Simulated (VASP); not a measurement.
# Pt in VASP: a series of runs, part 2 of 2

VASP 6.6.1.

## (4) Single point, PBE

This run uses another cell than the first one: it holds 5 atoms, not 6.

The input, INCAR:

```
PREC = Accurate
ENCUT = 520
EDIFF = 1E-7
ISMEAR = 0
SIGMA = 0.1
LREAL = False
LASPH = True
NELM = 60
ALGO = Fast
ISIF = 2
LWAVE = False
LCHARG = False
LDIPOL = True
IDIPOL = 3
DIPOL = 0.5 0.5 0.500
GGA = PE
NBANDS = 33
```

The input, KPOINTS:

```
Automatic mesh
0
Gamma
  12 12 1
```

The input, POSCAR:

```
Pt
1.0
    2.8072933478      0.0000000000      0.0000000000
   -1.4036466739      2.4311873550      0.0000000000
    0.0000000000      0.0000000000     24.1685816804
Pt
5
Direct
    0.6666666667      0.3333333333      0.3106183202
    0.3333333333      0.6666666667      0.4062400470
    0.0000000000      0.0000000000      0.4999999973
    0.6666666667      0.3333333333      0.5937599470
    0.3333333333      0.6666666667      0.6893816885
```

Potentials or basis: VASP PAW PBE potentials, release 64 (Pt).

Started as:

```sh
$ cat potpaw_PBE.64/Pt/POTCAR > POTCAR
$ mpirun -np 1 vasp_std > vasp.out
```

OUTCAR:

```text
PREC = Accurate
   ENCUT = 520
   EDIFF = 1E-7
   ISMEAR = 0
   LREAL = False
   LASPH = True
   NELM = 60
   ISIF = 2
   GGA = PE

 ion  position               nearest neighbor table
   1  0.667  0.333  0.311-   2 2.82   2 2.82   2 2.82
   2  0.333  0.667  0.406-   3 2.79   3 2.79   3 2.79   1 2.82   1 2.82   1 2.82
   3  0.000  0.000  0.500-   4 2.79   4 2.79   4 2.79   2 2.79   2 2.79   2 2.79
   4  0.667  0.333  0.594-   3 2.79   3 2.79   3 2.79   5 2.82   5 2.82   5 2.82
   5  0.333  0.667  0.689-   4 2.82   4 2.82   4 2.82

  LATTYP: Found a hexagonal cell.
 ALAT       =     2.8072933478
 C/A-ratio  =     8.6092113243

  Lattice vectors:

 A1 = (   2.8072933478,   0.0000000000,   0.0000000000)
 A2 = (  -1.4036466739,   2.4311873550,   0.0000000000)
 A3 = (   0.0000000000,   0.0000000000,  24.1685816804)

Analysis of symmetry for initial positions (statically):
=====================================================================
 Subroutine PRICEL returns:
 Original cell was already a primitive cell.

 Routine SETGRP: Setting up the symmetry group for a
 hexagonal supercell.

 Subroutine GETGRP returns: Found 12 space group operations
 (whereof 12 operations were pure point group operations)
 out of a pool of 24 trial point group operations.

The static configuration has the point symmetry D_3d.

Analysis of symmetry for dynamics (positions and initial velocities):
=====================================================================
 Subroutine PRICEL returns:
 Original cell was already a primitive cell.

 Routine SETGRP: Setting up the symmetry group for a
 hexagonal supercell.

 Subroutine GETGRP returns: Found 12 space group operations
 (whereof 12 operations were pure point group operations)
 out of a pool of 24 trial point group operations.

The dynamic configuration has the point symmetry D_3d.

 Subroutine INISYM returns: Found 12 space group operations
 (whereof 12 operations are pure point group operations),
 and found     1 'primitive' translations
[... 123 lines left out ...]
   IVDW    =     0    specifies the selected vdW correction
   LEPSILON=     F    determine dielectric tensor
   LRPA    =     F    only Hartree local field effects (RPA)
 non-spin polarized calculation
 RMM-DIIS sequential band-by-band and
 Gauss-broadening in eV      SIGMA  =   0.10
  energy-cutoff  :      520.00
  volume of cell :      164.95
 maximum number of plane-waves:      4479
 NGX is ok and might be reduce to    24

 dipolmoment           0.000000      0.000000     -0.000000 electrons x Angstroem

 number of electron      49.9999995 magnetization

 dipolmoment           0.000000      0.000000      0.000000 electrons x Angstroem

 Free energy of the ion-electron system (eV)
  ---------------------------------------------------
  ext. energy  EPLUGINS =         0.00000000
  ---------------------------------------------------
  free energy    TOTEN  =       -29.25528990 eV

  energy without entropy =      -29.19999992  energy(sigma->0) =      -29.22764491

 E-fermi :   1.9835     XC(G=0):  -7.0212

 val. band max:        1.9766212693   @ k =   0.4167   0.1667   0.0000
 cond. band min:       1.9842060281   @ k =   0.0000   0.0000   0.0000
 fundamental gap:      0.0075847588
 Fermi energy:         1.9834611555

 k-point     1 :       0.0000    0.0000    0.0000
  band No.  band energies     occupation
      1      -7.5208      2.00000
      2      -6.4767      2.00000
      3      -5.4428      2.00000
      4      -4.8035      2.00000
      5      -4.7507      2.00000
      6      -1.7325      2.00000
[... 673 lines left out ...]
     32       8.8493      0.00000
     33       8.8493      0.00000

------------------------ aborting loop because EDIFF is reached ----------------------------------------

 vacuum level on the upper side and lower side of the slab       (xc-potential included)        -0.135        -0.135

  FORCE on cell =-STRESS in cart. coord.  units (eV):
  Direction    XX          YY          ZZ          XY          YZ          ZX
  --------------------------------------------------------------------------------------
  -------------------------------------------------------------------------------------
  Total       -4.1587279     -4.1587279     -0.2611086      0.0000000      0.0000000      0.0000000
  in kB      -40.3937056    -40.3937056     -2.5361465      0.0000000      0.0000000      0.0000000
  external PRESSURE =     -27.7745192 kB  Pullay stress =       0.0000000 kB

 VOLUME and BASIS-vectors are now :
 -----------------------------------------------------------------------------
  energy-cutoff  :      520.00
  volume of cell :      164.95
      direct lattice vectors                 reciprocal lattice vectors
     2.807293348  0.000000000  0.000000000     0.356215000  0.205660826  0.000000000
    -1.403646674  2.431187355  0.000000000     0.000000000  0.411321652  0.000000000
     0.000000000  0.000000000 24.168581680     0.000000000  0.000000000  0.041376032

 POSITION                                       TOTAL-FORCE (eV/Angst)
 -----------------------------------------------------------------------------------
      1.40365      0.81040      7.50720         0.000000     -0.000000      0.018970
     -0.00000      1.62079      9.81825        -0.000000      0.000000      0.005788
      0.00000      0.00000     12.08429         0.000000      0.000000     -0.000000
      1.40365      0.81040     14.35034         0.000000     -0.000000     -0.005788
     -0.00000      1.62079     16.66138        -0.000000      0.000000     -0.018970
 -----------------------------------------------------------------------------------
    total drift:                               -0.000000      0.000000      0.000005

  FREE ENERGIE OF THE ION-ELECTRON SYSTEM (eV)
  ---------------------------------------------------
  free  energy   TOTEN  =       -29.2552898973 eV

  energy  without entropy=      -29.1999999218  energy(sigma->0) =      -29.22764491

 vacuum level on the upper side and lower side of the slab         7.569         7.569
```

It took 1.9 min on 1 thread of Intel Xeon 6975P-C (Granite Rapids), shared host; peak memory 0.34 GiB.

What came out:

```
Free energy            : -29.2553 eV
Largest force          : 0.019 eV/Å
Band gap on the k mesh : zero (band 25 reaches 2.55 eV, above the bottom of band 26 at 1.10 eV)
```

Forces in eV/Å, atoms in the order of the input:
```
Pt   0.000  0.000  0.019
Pt   0.000  0.000  0.006
Pt   0.000  0.000  0.000
Pt   0.000  0.000 -0.006
Pt   0.000  0.000 -0.019
```

Caveat: spin-orbit coupling is left out, which moves the levels of the heavy elements.
